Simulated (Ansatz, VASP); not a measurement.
# Sb: VASP beside Ansatz

Contents of INCAR:

```
ALGO     = Normal         # electronic algorithm
EDIFF    = 1E-6           # SCF threshold, eV
ENCUT    = 520            # plane-wave cutoff, eV
GGA      = PS             # functional
ISIF     = 2              # what is computed and relaxed
ISMEAR   = -1             # smearing method
LASPH    = True           # aspherical terms in the spheres
LCHARG   = False          # write CHGCAR
LREAL    = False          # projectors in reciprocal space
LWAVE    = False          # write WAVECAR
NBANDS   = 8              # bands
NELM     = 100            # most SCF steps
PREC     = Accurate       # precision mode
SIGMA    = 0.05           # smearing width, eV
```

KPOINTS

```
k-points
0
Gamma
  12 12 12
```

File POSCAR:

```
Sb
1.0
    3.1037636992      0.0000000000      0.0000000000
    0.0000000000      3.1037636992      0.0000000000
    0.0000000000      0.0000000000      3.1037636992
Sb
1
Direct
    0.0000000000      0.0000000000      0.0000000000
```

Input for Ansatz:

```yaml
crystal:
  lattice:
    - [3.1037636992, 0.0, 0.0]
    - [0.0, 3.1037636992, 0.0]
    - [0.0, 0.0, 3.1037636992]
  atoms:
    - { symbol: Sb, position: [0.0, 0.0, 0.0] }
kpoints:
  mp_grid: { grid: [12, 12, 12] }
scf:
  occupations: { method: fermi_dirac, width: 0.05 }
hamiltonian:
  xc: pbesol
  pseudopotentials: { kind: all_electron, lapw: { basis_error: 0.0005 } }
output:
  forces: true
  stress: true
  eigenvalues: true
```

Change from the starting cell: volume scaled by 1.02.

Alike in both runs: task single point; functional PBEsol; k mesh 12 × 12 × 12; occupations fermi-dirac, width 0.05 eV; no spin polarisation.

```csv
,VASP,Ansatz
version,VASP 6.6.1,Ansatz 0.2.0
potentials or method,"VASP PAW PBE potentials, release 64 (Sb), cutoff 520 eV","all-electron LAPW, scalar-relativistic"
```

|  | VASP | Ansatz | Ansatz less VASP |
| --- | --- | --- | --- |
| pressure (GPa) | -2.2 | -2.3 | -0.06 |

VASP's potentials were made for PBE, not for PBEsol. Ansatz ran all-electron here, and VASP with PAW potentials.

Spin-orbit coupling is off throughout.
